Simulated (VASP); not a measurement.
# MgO (Fm-3m) in VASP: notebook

The runs below take MgO through single point, with PBEsol.

All numbers are computed with VASP 6.6.1; they aren't measurements. Logs are shortened: lines on timing, memory, paths and dates and some standing lists are left out, and cuts for length are marked.

## (1) The cell of the first run

The structure is cubic, space group Fm-3m (No. 225). Conventional cell: a = 3.908 Å, b = 3.908 Å, c = 3.908 Å, α = 90.00°, β = 90.00°, γ = 90.00°. Within 2.6 Å of Mg (site symmetry m-3m) lie 6 O at 1.95 Å. Within 2.6 Å of O (site symmetry m-3m) lie 6 Mg at 1.95 Å.

## (2) Single point, PBEsol (7.46 Å³/atom)

The input, INCAR:

```
SYSTEM = MgO
PREC     = Accurate       ! precision mode
ENCUT    = 600            ! plane-wave cutoff, eV
EDIFF    = 1E-6           ! SCF threshold, eV
ISMEAR   = 0              ! smearing method
SIGMA    = 0.01           ! smearing width, eV
LREAL    = .False.        ! projectors in reciprocal space
LASPH    = .True.         ! aspherical terms in the spheres
NELM     = 120            ! most SCF steps
ALGO     = Normal         ! electronic algorithm
ISIF     = 2              ! what is computed and relaxed
LWAVE    = .False.        ! write WAVECAR
LCHARG   = .False.        ! write CHGCAR
GGA      = PS             ! functional
NBANDS   = 11             ! bands
GGA_COMPAT= .False.
```

The input, KPOINTS:

```
Automatic mesh
0
Gamma
  10 10 10
  0 0 0
```

The input, POSCAR:

```
MgO
1.0
    0.0000000000      1.9541088990      1.9541088990
    1.9541088990      0.0000000000      1.9541088990
    1.9541088990      1.9541088990      0.0000000000
Mg O
1 1
Direct
    0.0000000000      0.0000000000      0.0000000000
    0.5000000000      0.5000000000      0.5000000000
```

Potentials or basis: VASP PAW PBE potentials, release 64 (Mg, O).

Command:

```
$ cat potpaw_PBE.64/Mg/POTCAR potpaw_PBE.64/O/POTCAR > POTCAR
$ mpirun -np 1 vasp_std > vasp.out
```

OUTCAR:

```text
SYSTEM = MgO
   PREC = Accurate
   ENCUT = 600
   EDIFF = 1E-6
   ISMEAR = 0
   LREAL = .False.
   LASPH = .True.
   NELM = 120
   ISIF = 2
   GGA = PS

 ion  position               nearest neighbor table
   1  0.000  0.000  0.000-   2 1.95   2 1.95   2 1.95   2 1.95   2 1.95   2 1.95
   2  0.500  0.500  0.500-   1 1.95   1 1.95   1 1.95   1 1.95   1 1.95   1 1.95

  LATTYP: Found a face centered cubic cell.
 ALAT       =     3.9082177980

  Lattice vectors:

 A1 = (   0.0000000000,   1.9541088990,   1.9541088990)
 A2 = (   1.9541088990,   0.0000000000,   1.9541088990)
 A3 = (   1.9541088990,   1.9541088990,   0.0000000000)

Analysis of symmetry for initial positions (statically):
=====================================================================
 Subroutine PRICEL returns:
 Original cell was already a primitive cell.

 Routine SETGRP: Setting up the symmetry group for a
 face centered cubic supercell.

 Subroutine GETGRP returns: Found 48 space group operations
 (whereof 48 operations were pure point group operations)
 out of a pool of 48 trial point group operations.

The static configuration has the point symmetry O_h .

Analysis of symmetry for dynamics (positions and initial velocities):
=====================================================================
 Subroutine PRICEL returns:
 Original cell was already a primitive cell.

 Routine SETGRP: Setting up the symmetry group for a
 face centered cubic supercell.

 Subroutine GETGRP returns: Found 48 space group operations
 (whereof 48 operations were pure point group operations)
 out of a pool of 48 trial point group operations.

The dynamic configuration has the point symmetry O_h .

 Subroutine INISYM returns: Found 48 space group operations
 (whereof 48 operations are pure point group operations),
 and found     1 'primitive' translations

----------------------------------------------------------------------------------------

                                     Primitive cell

  volume of cell :      14.9237

  direct lattice vectors                    reciprocal lattice vectors
     0.000000000  1.954108899  1.954108899    -0.255871103  0.255871103  0.255871103
     1.954108899  0.000000000  1.954108899     0.255871103 -0.255871103  0.255871103
     1.954108899  1.954108899  0.000000000     0.255871103  0.255871103 -0.255871103

  length of vectors
     2.763527307  2.763527307  2.763527307     0.443181751  0.443181751  0.443181751

  position of ions in fractional coordinates (direct lattice)
     0.000000000  0.000000000  0.000000000
[... 88 lines left out ...]
   PSTRESS=    0.0 pullay stress
   NELECT =       8.0000    total number of electrons
   NUPDOWN=      -1.0000    fix difference up-down
   EMIN   =  10.00;   EMAX   =-10.00  energy-range for DOS
   EFERMI =   0.00;   METHOD = LEGACY
   ISMEAR =     0;   SIGMA  =   0.01  broadening in eV -4-tet -1-fermi 0-gaus
   EFERMI_NEDOS =   21; number of points for ismear=-14 and -15
   IALGO  =     38    algorithm
   IMIX   =      4    mixing-type and parameters
     AMIX     =   0.40;   BMIX     =  1.00
     AMIX_MAG =   1.60;   BMIX_MAG =  1.00
  volume/ion in A,a.u.               =       7.46        50.36
  Fermi-wavevector in a.u.,A,eV,Ry     =   1.329881  2.513110 24.063034  1.768583
  Thomas-Fermi vector in A             =   2.459010
   LORBIT       =      0    0 simple, 1 ext, 2 COOP (PROOUT), +10 PAW based schemes
   GGA     = PS    functional components
   LHFCALC =     F    Hartree Fock is set to
   AEXX    =    0.0000 exact exchange contribution
   IVDW    =     0    specifies the selected vdW correction
   LEPSILON=     F    determine dielectric tensor
   LRPA    =     F    only Hartree local field effects (RPA)
 non-spin polarized calculation
 Gauss-broadening in eV      SIGMA  =   0.01
  energy-cutoff  :      600.00
  volume of cell :       14.92
 maximum number of plane-waves:       531
 NGX is ok and might be reduce to    24
   NGX = 11   NGY = 11   NGZ = 11

 number of electron       8.0000001 magnetization

 Free energy of the ion-electron system (eV)
  ---------------------------------------------------
  ext. energy  EPLUGINS =         0.00000000
  ---------------------------------------------------
  free energy    TOTEN  =       -11.96262987 eV

  energy without entropy =      -11.96262987  energy(sigma->0) =      -11.96262987

 E-fermi :   5.1616     XC(G=0): -12.4454

 val. band max:        4.9769365184   @ k =   0.0000   0.0000   0.0000
 cond. band min:      12.1138796130   @ k =   0.0000   0.0000   0.0000
 fundamental gap:      7.1369430946
 Fermi energy:         5.1616268323

 k-point     1 :       0.0000    0.0000    0.0000
  band No.  band energies     occupation
      1     -13.5593      2.00000
      2       4.9769      2.00000
      3       4.9769      2.00000
      4       4.9769      2.00000
      5      12.1139      0.00000
      6      21.8279      0.00000
      7      21.8279      0.00000
      8      21.8279      0.00000
      9      26.3088      0.00000
     10      28.4826      0.00000
     11      28.4826      0.00000
[... 309 lines left out ...]
 k-point    24 :       0.4000    0.3000    0.0000
  band No.  band energies     occupation
      1     -11.7054      2.00000
      2       0.5460      2.00000
      3       3.2904      2.00000
      4       3.5799      2.00000
      5      15.2535      0.00000
      6      17.2312      0.00000
      7      21.0240      0.00000
      8      26.1288      0.00000
      9      26.3895      0.00000
     10      32.5952      0.00000
     11      36.7427      0.00000

 [... further k-points ...]

------------------------ aborting loop because EDIFF is reached ----------------------------------------

  FORCE on cell =-STRESS in cart. coord.  units (eV):
  Direction    XX          YY          ZZ          XY          YZ          ZX
  --------------------------------------------------------------------------------------
  -------------------------------------------------------------------------------------
  Total        5.2958204      5.2958204      5.2958204      0.0000000      0.0000000      0.0000000
  in kB      568.5485386    568.5485386    568.5485386      0.0000000      0.0000000      0.0000000
  external PRESSURE =     568.5485386 kB  Pullay stress =       0.0000000 kB

 VOLUME and BASIS-vectors are now :
 -----------------------------------------------------------------------------
  energy-cutoff  :      600.00
  volume of cell :       14.92
      direct lattice vectors                 reciprocal lattice vectors
     0.000000000  1.954108899  1.954108899    -0.255871103  0.255871103  0.255871103
     1.954108899  0.000000000  1.954108899     0.255871103 -0.255871103  0.255871103
     1.954108899  1.954108899  0.000000000     0.255871103  0.255871103 -0.255871103

 POSITION                                       TOTAL-FORCE (eV/Angst)
 -----------------------------------------------------------------------------------
      0.00000      0.00000      0.00000        -0.000000      0.000000     -0.000000
      1.95411      1.95411      1.95411         0.000000     -0.000000      0.000000
 -----------------------------------------------------------------------------------
    total drift:                               -0.000000     -0.000000      0.000000

  FREE ENERGIE OF THE ION-ELECTRON SYSTEM (eV)
  ---------------------------------------------------
  free  energy   TOTEN  =       -11.9626298699 eV

  energy  without entropy=      -11.9626298699  energy(sigma->0) =      -11.96262987
```

OSZICAR:

```text
N       E                     dE             d eps       ncg     rms          rms(c)
DAV:   1     0.181890900948E+02    0.18189E+02   -0.52392E+03  1170   0.749E+02
DAV:   2    -0.129120592710E+02   -0.31101E+02   -0.30587E+02  1180   0.158E+02
DAV:   3    -0.134958890880E+02   -0.58383E+00   -0.58340E+00  1246   0.184E+01
DAV:   4    -0.134971725585E+02   -0.12835E-02   -0.12834E-02  1148   0.950E-01
DAV:   5    -0.134971758825E+02   -0.33240E-05   -0.33239E-05  1193   0.466E-02    0.712E+00
DAV:   6    -0.120053065524E+02    0.14919E+01   -0.67788E+00  1070   0.155E+01    0.198E+00
DAV:   7    -0.119767014177E+02    0.28605E-01   -0.64171E-02  1160   0.205E+00    0.128E+00
DAV:   8    -0.119627682435E+02    0.13933E-01   -0.11876E-02  1094   0.133E+00    0.141E-01
DAV:   9    -0.119626436874E+02    0.12456E-03   -0.19344E-04  1214   0.948E-02    0.875E-02
DAV:  10    -0.119626292444E+02    0.14443E-04   -0.22093E-04  1154   0.108E-01    0.639E-03
DAV:  11    -0.119626298699E+02   -0.62548E-06   -0.15752E-06  1125   0.113E-02
   1 F= -.11962630E+02 E0= -.11962630E+02  d E =-.122373-152
```

Run time: 4.5 s. Hardware: 1 thread of Intel Xeon Platinum 8559C (Emerald Rapids), shared host; peak memory 0.14 GiB.

Results:

```
Free energy            : -11.9626 eV
Pressure               : 56.9 GPa
Band gap on the k mesh : 7.14 eV
```

Caveat: the cell stands under pressure; the PAW data sets were made with another functional, which shifts forces and pressure a little.

## (3) Single point, PBEsol (8.39 Å³/atom)

This run uses another cell than the first one, of 8.39 Å³/atom.

The input, INCAR:

```
PREC = Accurate
ENCUT = 600
EDIFF = 1E-6
ISMEAR = 0
SIGMA = 0.01
LREAL = F
LASPH = T
NELM = 120
ALGO = Normal
ISIF = 2
LWAVE = F
LCHARG = F
GGA = PS
NBANDS = 11
GGA_COMPAT = F
```

The input, KPOINTS:

```
Automatic mesh
0
Gamma
  10 10 10
```

The input, POSCAR:

```
MgO
1.0
    0.0000000000      2.0323551546      2.0323551546
    2.0323551546      0.0000000000      2.0323551546
    2.0323551546      2.0323551546      0.0000000000
Mg O
1 1
Direct
    0.0000000000      0.0000000000      0.0000000000
    0.5000000000      0.5000000000      0.5000000000
```

Potentials or basis: VASP PAW PBE potentials, release 64 (Mg, O).

Command:

```
$ cat potpaw_PBE.64/Mg/POTCAR potpaw_PBE.64/O/POTCAR > POTCAR
$ mpirun -np 1 vasp_std > vasp.out
```

Wall time 4.8 s (1 thread of Intel Xeon Platinum 8559C (Emerald Rapids), shared host); peak memory 0.14 GiB.

The run converged. Its results:

```
Free energy            : -12.4016 eV
Pressure               : 20.8 GPa
Band gap on the k mesh : 5.74 eV
```

Levels at points of the mesh, in eV from the valence-band top:
| k point | band 2 | band 3 | band 4 | band 5 | band 6 | band 7 |
| --- | --- | --- | --- | --- | --- | --- |
| (0.00, 0.00, 0.00) | 0.00 | 0.00 | 0.00 | 5.74 | 16.22 | 16.22 |
| (0.50, 0.00, 0.00) | -5.18 | -0.80 | -0.80 | 8.44 | 13.73 | 17.29 |
| (0.50, 0.50, 0.00) | -4.61 | -1.52 | -1.52 | 9.01 | 11.08 | 14.14 |

Caveat: the cell stands under pressure; the PAW data sets were made with another functional, which shifts forces and pressure a little.
